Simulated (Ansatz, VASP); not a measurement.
# PtC3: VASP beside Ansatz

```xyz
8
Lattice="4.2758 0.0000 0.0000 -2.1379 3.7030 0.0000 0.0000 0.0000 9.3741" Properties=species:S:1:pos:R:3 pbc="T T T"
Pt    0.0000    2.4686    2.3435
Pt    2.1379    1.2343    7.0306
C     2.1379    2.0766    2.3435
C    -0.7294    2.8898    7.0306
C     1.4085    0.8132    2.3435
C     0.0000    1.6264    7.0306
C     2.8673    0.8132    2.3435
C     0.7294    2.8898    7.0306
```

Alike in both runs: functional PBE; k mesh 12 × 12 × 6; occupations gaussian, width 0.1 eV; no spin polarisation.

Ansatz relaxed the structure, and its values are those at the end. VASP's run is a single point on that final structure, the one shown.

```csv
,VASP,Ansatz
version,VASP 6.6.1,Ansatz 0.2.0
potentials or method,"VASP PAW PBE potentials, release 64 (Pt, C), cutoff 520 eV","scalar-relativistic, plane waves, PAW"
valence electrons in the cell,44,60
```

|  | VASP | Ansatz | Ansatz less VASP |
| --- | --- | --- | --- |
| gap on the k mesh at the Fermi level (eV) | none | none | - |
| pressure (GPa) | 0.1 | 0.0 | -0.14 |
| rms of the force components (eV/Å) | 0.072 | 0.000 | -0.0713 |

A gap of «none» marks a metal or a gap that the smearing closes. VASP's potentials hold 44 valence electrons a cell and Ansatz's 60, so a difference there can come from the potentials and not from the codes.

Neither program's run includes spin-orbit coupling.
